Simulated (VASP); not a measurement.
# As (R-3m) in VASP: single point with PBE

Aim: the single point of As with PBE.

All numbers are computed with VASP 6.6.1; they aren't measurements. Logs are shortened: lines on timing, memory, paths and dates and some standing lists are left out, and cuts for length are marked.

### Step 1. The cell of the first run

Symmetry: R-3m, No. 166, trigonal system. The conventional cell has a = 3.759 Å, b = 3.759 Å, c = 10.457 Å, α = 90.00°, β = 90.00°, γ = 120.00°. As (site symmetry 3m) has 6 As at 2.52 to 3.10 Å within 3.3 Å.

### Step 2. Single point, PBE

File INCAR:

```
SYSTEM = As
PREC = Accurate
ENCUT = 510
EDIFF = 1E-6
ISMEAR = 0
SIGMA = 0.1
LREAL = .False.
LASPH = .True.
NELM = 120
ALGO = Normal
ISIF = 2
LWAVE = .False.
LCHARG = .False.
GGA = PE
NBANDS = 22
GGA_COMPAT = .False.
```

File KPOINTS:

```
Automatic mesh
0
Gamma
  6 6 6
  0 0 0
```

File POSCAR:

```
As
1.0
    1.8797494575      1.0852738553      3.4857700000
   -1.8797494575      1.0852738553      3.4857700000
    0.0000000000     -2.1705477106      3.4857700000
As
2
Direct
    0.5425400000      0.2755400000      0.5885400000
    1.0874600000      0.8204600000      1.1334600000
```

Potentials or basis: VASP PAW PBE potentials, release 64 (As_d).

The run is started by

```bash
cat potpaw_PBE.64/As_d/POTCAR > POTCAR
mpirun -np 1 vasp_std > vasp.out
```

OUTCAR:

```text
SYSTEM = As
   PREC = Accurate
   ENCUT = 510
   EDIFF = 1E-6
   ISMEAR = 0
   LREAL = .False.
   LASPH = .True.
   NELM = 120
   ISIF = 2
   GGA = PE

 ion  position               nearest neighbor table
   1  0.543  0.276  0.589-   2 2.52   2 2.52   2 2.52
   2  0.087  0.820  0.133-   1 2.52   1 2.52   1 2.52

  LATTYP: Found a trigonal (rhomboedric) cell.
 ALAT       =     4.1063207202
 COS(alpha) =     0.5808936906

  Lattice vectors:

 A1 = (   1.8797494575,   1.0852738553,   3.4857700000)
 A2 = (  -1.8797494575,   1.0852738553,   3.4857700000)
 A3 = (   0.0000000000,  -2.1705477106,   3.4857700000)

Analysis of symmetry for initial positions (statically):
=====================================================================
 Subroutine PRICEL returns:
 Original cell was already a primitive cell.

 Routine SETGRP: Setting up the symmetry group for a
 trigonal (rhombohedral) supercell.

 Subroutine GETGRP returns: Found 12 space group operations
 (whereof  1 operations were pure point group operations)
 out of a pool of 12 trial point group operations.

The static configuration has the point symmetry C_1 .
 The point group associated with its full space group is D_3d.

Analysis of symmetry for dynamics (positions and initial velocities):
=====================================================================
 Subroutine PRICEL returns:
 Original cell was already a primitive cell.

 Routine SETGRP: Setting up the symmetry group for a
 trigonal (rhombohedral) supercell.

 Subroutine GETGRP returns: Found 12 space group operations
 (whereof  1 operations were pure point group operations)
 out of a pool of 12 trial point group operations.

The dynamic configuration has the point symmetry C_1 .
 The point group associated with its full space group is D_3d.

 Subroutine INISYM returns: Found 12 space group operations
 (whereof  1 operations are pure point group operations),
 and found     1 'primitive' translations

----------------------------------------------------------------------------------------

                                     Primitive cell

  volume of cell :      42.6667

  direct lattice vectors                    reciprocal lattice vectors
     1.879749457  1.085273855  3.485770000     0.265992895  0.153571070  0.095626887
    -1.879749457  1.085273855  3.485770000    -0.265992895  0.153571070  0.095626887
     0.000000000 -2.170547711  3.485770000     0.000000000 -0.307142139  0.095626887

[... 80 lines left out ...]
   LASPH  =      T    aspherical Exc in radial PAW
   ENCUT  =  510.0 eV  37.48 Ry    6.12 a.u.   7.56  7.56  7.56*2*pi/ulx,y,z
   NELM   =    120;   NELMIN=  2; NELMDL= -5     # of ELM steps
   EDIFF  = 0.1E-05   stopping-criterion for ELM
   LREAL  =      F    real-space projection
   EDIFFG = 0.1E-04   stopping-criterion for IOM
   NSW    =      0    number of steps for IOM
   IBRION =     -1    ionic relax: 0-MD 1-quasi-New 2-CG
   NFREE  =      0    steps in history (QN), initial steepest desc. (CG)
   ISIF   =      2    stress and relaxation
   ISYM   =      2    0-nonsym 1-usesym 2-fastsym
   POTIM  = 0.5000    time-step for ionic-motion
   TEBEG  =    0.0;   TEEND  =   0.0 temperature during run
   PSTRESS=    0.0 pullay stress
   NELECT =      30.0000    total number of electrons
   NUPDOWN=      -1.0000    fix difference up-down
   EMIN   =  10.00;   EMAX   =-10.00  energy-range for DOS
   EFERMI =   0.00;   METHOD = LEGACY
   ISMEAR =     0;   SIGMA  =   0.10  broadening in eV -4-tet -1-fermi 0-gaus
   EFERMI_NEDOS =   21; number of points for ismear=-14 and -15
   IALGO  =     38    algorithm
   IMIX   =      4    mixing-type and parameters
     AMIX     =   0.40;   BMIX     =  1.00
     AMIX_MAG =   1.60;   BMIX_MAG =  1.00
  volume/ion in A,a.u.               =      21.33       143.96
  Fermi-wavevector in a.u.,A,eV,Ry     =   1.455746  2.750960 28.833402  2.119195
  Thomas-Fermi vector in A             =   2.572744
   LORBIT       =      0    0 simple, 1 ext, 2 COOP (PROOUT), +10 PAW based schemes
   GGA     = PE    functional components
   LHFCALC =     F    Hartree Fock is set to
   AEXX    =    0.0000 exact exchange contribution
   IVDW    =     0    specifies the selected vdW correction
   LEPSILON=     F    determine dielectric tensor
   LRPA    =     F    only Hartree local field effects (RPA)
 non-spin polarized calculation
 Gauss-broadening in eV      SIGMA  =   0.10
  energy-cutoff  :      510.00
  volume of cell :       42.67
 maximum number of plane-waves:      1124
   NGX = 15   NGY = 15   NGZ = 15

 number of electron      29.9999989 magnetization

 Free energy of the ion-electron system (eV)
  ---------------------------------------------------
  ext. energy  EPLUGINS =         0.00000000
  ---------------------------------------------------
  free energy    TOTEN  =        -9.37367858 eV

  energy without entropy =       -9.37210903  energy(sigma->0) =       -9.37289381

 E-fermi :   3.9023     XC(G=0): -10.7143

 val. band max:        3.5766417988   @ k =   0.5000   0.0000   0.0000
 cond. band min:       3.9023192283   @ k =   0.3333   0.1667   0.1667
 fundamental gap:      0.3256774295
 Fermi energy:         3.9022906743

 k-point     1 :       0.0000    0.0000    0.0000
  band No.  band energies     occupation
      1     -32.4313      2.00000
      2     -32.4313      2.00000
      3     -32.3856      2.00000
      4     -32.3856      2.00000
      5     -32.3554      2.00000
      6     -32.3173      2.00000
[... 589 lines left out ...]
     21      15.8404      0.00000
     22      16.9278      0.00000

 [... further k-points ...]

------------------------ aborting loop because EDIFF is reached ----------------------------------------

  FORCE on cell =-STRESS in cart. coord.  units (eV):
  Direction    XX          YY          ZZ          XY          YZ          ZX
  --------------------------------------------------------------------------------------
  -------------------------------------------------------------------------------------
  Total        1.0787431      1.0787431      0.6734541     -0.0000000      0.0000000      0.0000000
  in kB       40.5078609     40.5078609     25.2888638     -0.0000000      0.0000000      0.0000000
  external PRESSURE =      35.4348619 kB  Pullay stress =       0.0000000 kB

 VOLUME and BASIS-vectors are now :
 -----------------------------------------------------------------------------
  energy-cutoff  :      510.00
  volume of cell :       42.67
      direct lattice vectors                 reciprocal lattice vectors
     1.879749457  1.085273855  3.485770000     0.265992895  0.153571070  0.095626887
    -1.879749457  1.085273855  3.485770000    -0.265992895  0.153571070  0.095626887
     0.000000000 -2.170547711  3.485770000     0.000000000 -0.307142139  0.095626887

 POSITION                                       TOTAL-FORCE (eV/Angst)
 -----------------------------------------------------------------------------------
      0.50189     -0.38961      4.90315         0.000000      0.000000      0.120092
     -1.37786      0.69566      3.63001         0.000000      0.000000     -0.120092
 -----------------------------------------------------------------------------------
    total drift:                               -0.000006     -0.000032      0.000069

  FREE ENERGIE OF THE ION-ELECTRON SYSTEM (eV)
  ---------------------------------------------------
  free  energy   TOTEN  =        -9.3736785834 eV

  energy  without entropy=       -9.3721090350  energy(sigma->0) =       -9.37289381
```

stdout:

```text
POSCAR found type information on POSCAR As
 POSCAR found :  1 types and       2 ions
 scaLAPACK will be used
 LDA part: xc-table for (Slater+PW92), standard interpolation
 POSCAR, INCAR and KPOINTS ok, starting setup
 FFT: planning ... GRIDC
 FFT: planning ... GRID_SOFT
 FFT: planning ... GRID
 WAVECAR not read
 entering main loop
```

Wall time 47 s (1 thread of Intel Xeon Platinum 8375C at 2.90GHz (Ice Lake), shared host); peak memory 0.17 GiB.

What came out:

* Free energy: -9.3737 eV
* Pressure: 3.5 GPa
* Largest force: 0.120 eV/Å
* Band gap on the k mesh: zero (bands 15 and 16 overlap by 0.33 eV)

Forces in eV/Å, atoms in the order of the input:
```
As   0.000  0.000  0.120
As   0.000  0.000 -0.120
```

Levels at points of the mesh, in eV from the Fermi level:
| k point | band 13 | band 14 | band 15 | band 16 | band 17 | band 18 |
| --- | --- | --- | --- | --- | --- | --- |
| (0.00, 0.00, 0.00) | -2.57 | -2.04 | -2.04 | 1.76 | 2.94 | 2.94 |
| (0.50, 0.00, 0.00) | -2.79 | -2.77 | -0.39 | -0.33 | 0.24 | 1.22 |
| (0.50, 0.50, 0.00) | -6.11 | -4.32 | -4.17 | 1.49 | 5.47 | 6.80 |
| (0.50, 0.50, 0.50) | -1.75 | -1.75 | -0.57 | 0.67 | 0.67 | 1.75 |

Caveat: the cell stands under pressure.

The gap in the log of VASP goes by the Fermi energy; the results here count the filled bands.